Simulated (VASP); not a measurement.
# In3As (I4/mmm) in VASP: a series of runs

Runs on In3As. Level: PBE. Tasks: single point, relaxation of cell and atoms.

Program: VASP 6.6.1. These are calculated values, not measurements. Logs are shortened: lines on timing, memory, paths and dates and some standing lists are left out, and cuts for length are marked.

## (1) The cell of the first run

It takes space group I4/mmm (No. 139, tetragonal). Conventional cell: a = 6.069 Å, b = 6.069 Å, c = 6.282 Å, α = 90.00°, β = 90.00°, γ = 90.00°. Within 4.1 Å of In (site symmetry 4/mmm) lie 2 As at 3.14 Å and 8 In at 3.42 Å. In (site symmetry -4m2) has 6 In at 3.14 to 3.42 Å and 4 As at 3.42 Å within 4.1 Å. Within 4.1 Å of As (site symmetry 4/mmm) lie 10 In at 3.14 to 3.42 Å.

## (2) Single point, PBE

The input, INCAR:

```
SYSTEM = In3As
PREC = Accurate
ENCUT = 520
EDIFF = 1E-6
ISMEAR = 0
SIGMA = 0.1
LREAL = .FALSE.
LASPH = .TRUE.
NELM = 60
ALGO = Normal
ISIF = 2
LWAVE = .FALSE.
LCHARG = .FALSE.
GGA = PE
NBANDS = 30
```

The input, KPOINTS:

```
Automatic mesh
0
G
  4 4 4
  0 0 0
```

The input, POSCAR:

```
In3As
1.0
   -3.0343680300      3.0343680300      3.1409830500
    3.0343680300     -3.0343680300      3.1409830500
    3.0343680300      3.0343680300     -3.1409830500
In As
3 1
Direct
    0.5000000000      0.5000000000      0.0000000000
    0.7500000000      0.2500000000      0.5000000000
    0.2500000000      0.7500000000      0.5000000000
    0.0000000000      0.0000000000      0.0000000000
```

Potentials or basis: VASP PAW PBE potentials, release 64 (In_d, As).

On the command line:

```console
$ cat potpaw_PBE.64/In_d/POTCAR potpaw_PBE.64/As/POTCAR > POTCAR
$ mpirun -np 1 vasp_std > vasp.out
```

OUTCAR:

```text
SYSTEM = In3As
   PREC = Accurate
   ENCUT = 520
   EDIFF = 1E-6
   ISMEAR = 0
   LREAL = .FALSE.
   LASPH = .TRUE.
   NELM = 60
   ISIF = 2
   GGA = PE

 ion  position               nearest neighbor table
   1  0.500  0.500  0.000-   4 3.14   4 3.14   2 3.42   2 3.42   3 3.42   3 3.42   3 3.42   3 3.42
                             2 3.42   2 3.42
   2  0.750  0.250  0.500-   3 3.14   3 3.14   4 3.42   1 3.42   4 3.42   1 3.42   1 3.42   1 3.42
                             4 3.42   4 3.42
   3  0.250  0.750  0.500-   2 3.14   2 3.14   4 3.42   1 3.42   4 3.42   1 3.42   4 3.42   4 3.42
                             1 3.42   1 3.42
   4  0.000  0.000  0.000-   1 3.14   1 3.14   3 3.42   2 3.42   3 3.42   2 3.42   2 3.42   2 3.42
                             3 3.42   3 3.42

  LATTYP: Found a body centered tetragonal cell.
 ALAT       =     6.0687360600
 C/A-ratio  =     1.0351358237

  Lattice vectors:

 A1 = (  -3.0343680300,   3.0343680300,   3.1409830500)
 A2 = (   3.0343680300,  -3.0343680300,   3.1409830500)
 A3 = (   3.0343680300,   3.0343680300,  -3.1409830500)

Analysis of symmetry for initial positions (statically):
=====================================================================
 Subroutine PRICEL returns:
 Original cell was already a primitive cell.

 Routine SETGRP: Setting up the symmetry group for a
 body centered tetragonal supercell.

 Subroutine GETGRP returns: Found 16 space group operations
 (whereof 16 operations were pure point group operations)
 out of a pool of 16 trial point group operations.

The static configuration has the point symmetry D_4h.

Analysis of symmetry for dynamics (positions and initial velocities):
=====================================================================
 Subroutine PRICEL returns:
 Original cell was already a primitive cell.

 Routine SETGRP: Setting up the symmetry group for a
 body centered tetragonal supercell.

 Subroutine GETGRP returns: Found 16 space group operations
 (whereof 16 operations were pure point group operations)
 out of a pool of 16 trial point group operations.

The dynamic configuration has the point symmetry D_4h.

 Subroutine INISYM returns: Found 16 space group operations
 (whereof 16 operations are pure point group operations),
 and found     1 'primitive' translations

----------------------------------------------------------------------------------------

[... 83 lines left out ...]
   NELM   =     60;   NELMIN=  2; NELMDL= -5     # of ELM steps
   EDIFF  = 0.1E-05   stopping-criterion for ELM
   LREAL  =      F    real-space projection
   EDIFFG = 0.1E-04   stopping-criterion for IOM
   NSW    =      0    number of steps for IOM
   IBRION =     -1    ionic relax: 0-MD 1-quasi-New 2-CG
   NFREE  =      0    steps in history (QN), initial steepest desc. (CG)
   ISIF   =      2    stress and relaxation
   ISYM   =      2    0-nonsym 1-usesym 2-fastsym
   POTIM  = 0.5000    time-step for ionic-motion
   TEBEG  =    0.0;   TEEND  =   0.0 temperature during run
   PSTRESS=    0.0 pullay stress
   NELECT =      44.0000    total number of electrons
   NUPDOWN=      -1.0000    fix difference up-down
   EMIN   =  10.00;   EMAX   =-10.00  energy-range for DOS
   EFERMI =   0.00;   METHOD = LEGACY
   ISMEAR =     0;   SIGMA  =   0.10  broadening in eV -4-tet -1-fermi 0-gaus
   EFERMI_NEDOS =   21; number of points for ismear=-14 and -15
   IALGO  =     38    algorithm
   IMIX   =      4    mixing-type and parameters
     AMIX     =   0.40;   BMIX     =  1.00
     AMIX_MAG =   1.60;   BMIX_MAG =  1.00
  volume/ion in A,a.u.               =      28.92       195.16
  Fermi-wavevector in a.u.,A,eV,Ry     =   1.186147  2.241492 19.142631  1.406944
  Thomas-Fermi vector in A             =   2.322325
   LORBIT       =      0    0 simple, 1 ext, 2 COOP (PROOUT), +10 PAW based schemes
   GGA     = PE    functional components
   LHFCALC =     F    Hartree Fock is set to
   AEXX    =    0.0000 exact exchange contribution
   IVDW    =     0    specifies the selected vdW correction
   LEPSILON=     F    determine dielectric tensor
   LRPA    =     F    only Hartree local field effects (RPA)
 non-spin polarized calculation
 Gauss-broadening in eV      SIGMA  =   0.10
  energy-cutoff  :      520.00
  volume of cell :      115.68
 maximum number of plane-waves:      3135
   NGX = 19   NGY = 19   NGZ = 19

 number of electron      43.9999984 magnetization

 Free energy of the ion-electron system (eV)
  ---------------------------------------------------
  ext. energy  EPLUGINS =         0.00000000
  ---------------------------------------------------
  free energy    TOTEN  =       -11.77508011 eV

  energy without entropy =      -11.75647082  energy(sigma->0) =      -11.76577546

 E-fermi :   5.4812     XC(G=0):  -9.5396

 val. band max:        5.4648584657   @ k =  -0.2500  -0.2500   0.2500
 cond. band min:       5.5584343055   @ k =   0.2500   0.2500   0.0000
 fundamental gap:      0.0935758398
 Fermi energy:         5.4812125714

 k-point     1 :       0.0000    0.0000    0.0000
  band No.  band energies     occupation
      1      -9.2486      2.00000
      2      -9.2454      2.00000
      3      -9.1929      2.00000
      4      -9.1379      2.00000
      5      -9.1379      2.00000
      6      -9.1007      2.00000
[... 418 lines left out ...]
     29      12.3353      0.00000
     30      12.9510      0.00000

------------------------ aborting loop because EDIFF is reached ----------------------------------------

  FORCE on cell =-STRESS in cart. coord.  units (eV):
  Direction    XX          YY          ZZ          XY          YZ          ZX
  --------------------------------------------------------------------------------------
  -------------------------------------------------------------------------------------
  Total       -2.4110126     -2.4110126     -1.4783463      0.0000000     -0.0000000      0.0000000
  in kB      -33.3924262    -33.3924262    -20.4750362      0.0000000     -0.0000000      0.0000000
  external PRESSURE =     -29.0866295 kB  Pullay stress =       0.0000000 kB

 VOLUME and BASIS-vectors are now :
 -----------------------------------------------------------------------------
  energy-cutoff  :      520.00
  volume of cell :      115.68
      direct lattice vectors                 reciprocal lattice vectors
    -3.034368030  3.034368030  3.140983050     0.000000000  0.164778957  0.159185832
     3.034368030 -3.034368030  3.140983050     0.164778957  0.000000000  0.159185832
     3.034368030  3.034368030 -3.140983050     0.164778957  0.164778957  0.000000000

 POSITION                                       TOTAL-FORCE (eV/Angst)
 -----------------------------------------------------------------------------------
      0.00000      0.00000      3.14098        -0.000000      0.000000      0.000000
     -0.00000      3.03437      1.57049        -0.000000      0.000000     -0.000000
      3.03437     -0.00000      1.57049         0.000000     -0.000000     -0.000000
      0.00000      0.00000      0.00000        -0.000000      0.000000      0.000000
 -----------------------------------------------------------------------------------
    total drift:                               -0.000000     -0.000000      0.000000

  FREE ENERGIE OF THE ION-ELECTRON SYSTEM (eV)
  ---------------------------------------------------
  free  energy   TOTEN  =       -11.7750801119 eV

  energy  without entropy=      -11.7564708151  energy(sigma->0) =      -11.76577546
```

OSZICAR:

```text
N       E                     dE             d eps       ncg     rms          rms(c)
DAV:   1     0.389365984042E+03    0.38937E+03   -0.21013E+04   780   0.185E+03
DAV:   2     0.249045423877E+02   -0.36446E+03   -0.35664E+03   786   0.429E+02
DAV:   3    -0.103961698771E+02   -0.35301E+02   -0.34421E+02   958   0.151E+02
DAV:   4    -0.119054983834E+02   -0.15093E+01   -0.15049E+01   912   0.332E+01
DAV:   5    -0.119826056288E+02   -0.77107E-01   -0.77098E-01  1136   0.647E+00    0.364E+00
DAV:   6    -0.117815517006E+02    0.20105E+00   -0.80352E-01  1074   0.716E+00    0.199E+00
DAV:   7    -0.117781967952E+02    0.33549E-02   -0.95416E-02   888   0.232E+00    0.818E-01
DAV:   8    -0.117753161158E+02    0.28807E-02   -0.10170E-02  1112   0.712E-01    0.211E-01
DAV:   9    -0.117750524181E+02    0.26370E-03   -0.28782E-03  1046   0.330E-01    0.842E-02
DAV:  10    -0.117750752696E+02   -0.22851E-04   -0.34054E-04  1016   0.169E-01    0.309E-02
DAV:  11    -0.117750817170E+02   -0.64474E-05   -0.42425E-05   912   0.524E-02    0.108E-02
DAV:  12    -0.117750800552E+02    0.16618E-05   -0.47900E-06   788   0.202E-02    0.347E-03
DAV:  13    -0.117750801119E+02   -0.56733E-07   -0.75999E-07   462   0.961E-03
   1 F= -.11775080E+02 E0= -.11765775E+02  d E =-.186093E-01
```

stdout:

```text
POSCAR found type information on POSCAR InAs
 POSCAR found :  2 types and       4 ions
 scaLAPACK will be used
 LDA part: xc-table for (Slater+PW92), standard interpolation
 POSCAR, INCAR and KPOINTS ok, starting setup
 FFT: planning ... GRIDC
 FFT: planning ... GRID_SOFT
 FFT: planning ... GRID
 WAVECAR not read
 entering main loop
```

Wall time 26 s (1 thread of Intel Xeon 6975P-C (Granite Rapids), shared host); peak memory 0.24 GiB.

Results:

```yaml
Free_energy: -11.7751 eV
Pressure: -2.9 GPa
Band_gap_on_the_k_mesh: zero (band 22 reaches 6.14 eV, above the bottom of band 23 at 4.71 eV)
```

Levels at points of the mesh, in eV from the Fermi level:
| k point | band 20 | band 21 | band 22 | band 23 | band 24 | band 25 |
| --- | --- | --- | --- | --- | --- | --- |
| (0.00, 0.00, 0.00) | -1.73 | -1.62 | -1.62 | -0.69 | 0.52 | 0.52 |
| (0.50, 0.00, 0.00) | -2.18 | -1.06 | -0.06 | 0.56 | 0.76 | 2.10 |
| (0.50, 0.50, 0.00) | -2.73 | -2.68 | 0.34 | 0.70 | 1.95 | 2.09 |
| (0.50, 0.50, 0.50) | -3.67 | -3.67 | 0.66 | 0.89 | 1.85 | 1.85 |

Caveat: the k points lie up to 0.37 Å⁻¹ apart; spin-orbit coupling is left out, which moves the levels of the heavy elements.

## (3) Relaxation of cell and atoms, PBE

This run uses another cell than the first one, of 26.14 Å³/atom, 0.904 times its volume.

The input, INCAR:

```
SYSTEM = In3As
  PREC = Accurate
  ENCUT = 600
  EDIFF = 1E-6
  ISMEAR = 0
  SIGMA = 0.1
  LREAL = .FALSE.
  LASPH = .TRUE.
  NELM = 100
  ALGO = Normal
  ISIF = 3
  LWAVE = .FALSE.
  LCHARG = .FALSE.
  GGA = PE
  IBRION = 2
  NSW = 100
  EDIFFG = -0.01
```

The input, KPOINTS:

```
regular mesh
0
G
  12 12 12
  0 0 0
```

The input, POSCAR:

```
In3As
1.0
   -2.8041091935      2.8041091935      3.3248383083
    2.8041091935     -2.8041091935      3.3248383083
    2.8041091935      2.8041091935     -3.3248383083
In As
3 1
Direct
    0.5000000000      0.5000000000      0.0000000000
    0.7500000000      0.2500000000      0.5000000000
    0.2500000000      0.7500000000      0.5000000000
    0.0000000000      0.0000000000      0.0000000000
```

Potentials or basis: VASP PAW PBE potentials, release 64 (In_d, As).

On the command line:

```console
$ cat potpaw_PBE.64/In_d/POTCAR potpaw_PBE.64/As/POTCAR > POTCAR
$ mpirun -np 1 vasp_std > vasp.out
```

OUTCAR:

```text
SYSTEM = In3As
   PREC = Accurate
   ENCUT = 600
   EDIFF = 1E-6
   ISMEAR = 0
   LREAL = .FALSE.
   LASPH = .TRUE.
   NELM = 100
   ISIF = 3
   GGA = PE
   IBRION = 2
   NSW = 100
   EDIFFG = -0.01

 ion  position               nearest neighbor table
   1  0.500  0.500  0.000-   3 3.26   2 3.26   3 3.26   2 3.26   2 3.26   3 3.26   2 3.26   3 3.26
                             4 3.32   4 3.32
   2  0.750  0.250  0.500-   1 3.26   4 3.26   1 3.26   4 3.26   1 3.26   4 3.26   1 3.26   4 3.26
                             3 3.32   3 3.32   3 3.97   3 3.97   3 3.97   3 3.97
   3  0.250  0.750  0.500-   4 3.26   1 3.26   4 3.26   1 3.26   1 3.26   4 3.26   1 3.26   4 3.26
                             2 3.32   2 3.32   2 3.97   2 3.97   2 3.97   2 3.97
   4  0.000  0.000  0.000-   2 3.26   3 3.26   2 3.26   3 3.26   2 3.26   3 3.26   2 3.26   3 3.26
                             1 3.32   1 3.32

  LATTYP: Found a body centered tetragonal cell.
 ALAT       =     5.6082183870
 C/A-ratio  =     1.1857021531

  Lattice vectors:

 A1 = (  -2.8041091935,   2.8041091935,   3.3248383083)
 A2 = (   2.8041091935,  -2.8041091935,   3.3248383083)
 A3 = (   2.8041091935,   2.8041091935,  -3.3248383083)

[... 186 lines left out ...]
  --------------------------------------------------------------------------------------
  -------------------------------------------------------------------------------------
  Total       -0.5141647     -0.5141647     -0.3798265      0.0000000      0.0000000      0.0000000
  in kB       -7.8775742     -7.8775742     -5.8193631      0.0000000      0.0000000      0.0000000
  external PRESSURE =      -7.1915038 kB  Pullay stress =       0.0000000 kB
[... 177 lines left out ...]
--------------------------------------- Ionic step        6  -------------------------------------------

 number of electron      44.0000016 magnetization

 Free energy of the ion-electron system (eV)
  ---------------------------------------------------
  ext. energy  EPLUGINS =         0.00000000
  ---------------------------------------------------
  free energy    TOTEN  =       -11.97905678 eV

  energy without entropy =      -11.96877859  energy(sigma->0) =      -11.97391768

 E-fermi :   6.6943     XC(G=0): -10.1145

 val. band max:        6.6890318011   @ k =  -0.4167   0.5000   0.3333
 cond. band min:       6.6974645700   @ k =  -0.3333  -0.4167   0.3333
 fundamental gap:      0.0084327689
 Fermi energy:         6.6943295225

 k-point     1 :       0.0000    0.0000    0.0000
  band No.  band energies     occupation
      1      -8.0525      2.00000
      2      -8.0407      2.00000
      3      -8.0080      2.00000
      4      -7.9570      2.00000
      5      -7.9570      2.00000
      6      -7.8907      2.00000
[... 685 lines left out ...]
     25       8.8781      0.00000
     26      10.0456      0.00000

 [... further k-points ...]

------------------------ aborting loop because EDIFF is reached ----------------------------------------

  FORCE on cell =-STRESS in cart. coord.  units (eV):
  Direction    XX          YY          ZZ          XY          YZ          ZX
  --------------------------------------------------------------------------------------
  -------------------------------------------------------------------------------------
  Total        0.0029577      0.0029577      0.0126598      0.0000000      0.0000000      0.0000000
  in kB        0.0461979      0.0461979      0.1977394      0.0000000      0.0000000      0.0000000
  external PRESSURE =       0.0967117 kB  Pullay stress =       0.0000000 kB
[... 19 lines left out ...]
  FREE ENERGIE OF THE ION-ELECTRON SYSTEM (eV)
  ---------------------------------------------------
  free  energy   TOTEN  =       -11.9790567761 eV

  energy  without entropy=      -11.9687785917  energy(sigma->0) =      -11.97391768

 reached required accuracy - stopping structural energy minimisation
```

OSZICAR:

```text
N       E                     dE             d eps       ncg     rms          rms(c)
DAV:   1     0.386418647047E+03    0.38642E+03   -0.23549E+04  8476   0.238E+03
DAV:   2     0.223888770211E+02   -0.36403E+03   -0.36066E+03  8478   0.487E+02
DAV:   3    -0.108762541688E+02   -0.33265E+02   -0.32622E+02 10524   0.171E+02
[... 46 lines left out ...]
DAV:   2    -0.119803859362E+02    0.18610E-02   -0.54274E-03 12702   0.115E+00    0.208E-01
DAV:   3    -0.119790112783E+02    0.13747E-02   -0.17857E-03 12248   0.846E-01    0.464E-02
DAV:   4    -0.119790590693E+02   -0.47791E-04   -0.54282E-04  8944   0.273E-01    0.484E-02
DAV:   5    -0.119790566258E+02    0.24435E-05   -0.18658E-05 12126   0.463E-02    0.145E-02
DAV:   6    -0.119790567761E+02   -0.15027E-06   -0.23463E-06  6194   0.255E-02
   6 F= -.11979057E+02 E0= -.11973918E+02  d E =-.249848E-03
```

Wall time 34 min (1 thread of AMD EPYC 7R43 (Zen 3), shared host); peak memory 0.58 GiB.

What came out:

- Free energy: -11.9791 eV
- Relaxed volume: 25.64 Å³/atom
- Relaxed cell: a = 5.145 Å, b = 5.145 Å, c = 5.145 Å, α = 114.62°, β = 114.62°, γ = 99.60°
- Space group after relaxing (to 0.05 Å): I4/mmm (No. 139)
- Energy gained by relaxing: 1.2 meV/atom
- Ionic steps: 6
- Pressure after relaxing: 0.0 GPa
- Band gap on the k mesh: zero (band 22 reaches 8.22 eV, above the bottom of band 23 at 6.04 eV)

The path:
| step | energy change (eV) | largest force (eV/Å) | pressure (GPa) | volume (Å³) |
| --- | --- | --- | --- | --- |
| 1 | 0.0000 | 0.0000 | -0.72 | 104.57 |
| 2 | -0.0046 | 0.0000 | -0.07 | 102.81 |
| 3 | -0.0046 | 0.0000 | 0.00 | 102.61 |
| 4 | -0.0046 | 0.0000 | 0.02 | 102.57 |
| 5 | -0.0048 | 0.0000 | 0.01 | 102.57 |
| 6 | -0.0049 | 0.0000 | 0.01 | 102.58 |

Final structure:
```cif
data_structure
_symmetry_space_group_name_H-M 'P 1'
_symmetry_Int_Tables_number 1
_cell_length_a 5.1451
_cell_length_b 5.1451
_cell_length_c 5.1451
_cell_angle_alpha 114.621
_cell_angle_beta 114.621
_cell_angle_gamma 99.600
_cell_volume 102.58
loop_
_atom_site_label
_atom_site_type_symbol
_atom_site_fract_x
_atom_site_fract_y
_atom_site_fract_z
_atom_site_occupancy
In1 In 0.50000 0.50000 0.00000 1
In2 In 0.75000 0.25000 0.50000 1
In3 In 0.25000 0.75000 0.50000 1
As1 As 0.00000 0.00000 0.00000 1
```

Levels at points of the mesh, in eV from the Fermi level:
```tsv
k point	band 18	band 19	band 20	band 21	band 22	band 23	band 24	band 25	band 26
(0.00, 0.00, 0.00)	-2.07	-1.86	-1.70	-1.70	-0.49	-0.40	0.46	0.48	0.48
(0.50, 0.00, 0.00)	-4.89	-3.07	-2.45	-1.16	-1.06	-0.12	1.02	2.47	3.63
(0.50, 0.50, 0.00)	-5.15	-3.73	-3.50	-3.32	1.20	1.36	2.98	3.19	3.56
(0.50, 0.50, 0.50)	-5.42	-4.76	-4.07	-4.07	1.52	2.07	2.07	2.08	4.21
```

Caveat: spin-orbit coupling is left out, which moves the levels of the heavy elements.
